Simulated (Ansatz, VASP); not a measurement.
Two plane-wave programs on Si2W

```xyz
3
Lattice="-1.6145 1.6145 3.9335 1.6145 -1.6145 3.9335 1.6145 1.6145 -3.9335" Properties=species:S:1:pos:R:3 pbc="T T T"
Si    0.0000    0.0000    2.6320
Si    0.0000    0.0000    5.2350
W     0.0000    0.0000    0.0000
```

Alike in both runs: functional PBE; k mesh 18 × 18 × 18; occupations gaussian, width 0.1 eV; no spin polarisation.

Ansatz relaxed the structure, and its values are those at the end. VASP's run is a single point on that final structure, the one shown.

```csv
,VASP,Ansatz
version,VASP 6.6.1,Ansatz 0.2.0
potentials or method,"VASP PAW PBE potentials, release 64 (Si, W_sv), cutoff 500 eV","scalar-relativistic, plane waves, PAW"
valence electrons in the cell,22,22
```

VASP gave:

- gap on the k mesh at the Fermi level (eV): none
- pressure (GPa): 0.1

Question: Which values does Ansatz return?

Answer: gap on the k mesh at the Fermi level (eV): none; pressure (GPa): 0.0.

A gap of «none» marks a metal or a gap that the smearing closes.

Neither program's run includes spin-orbit coupling.
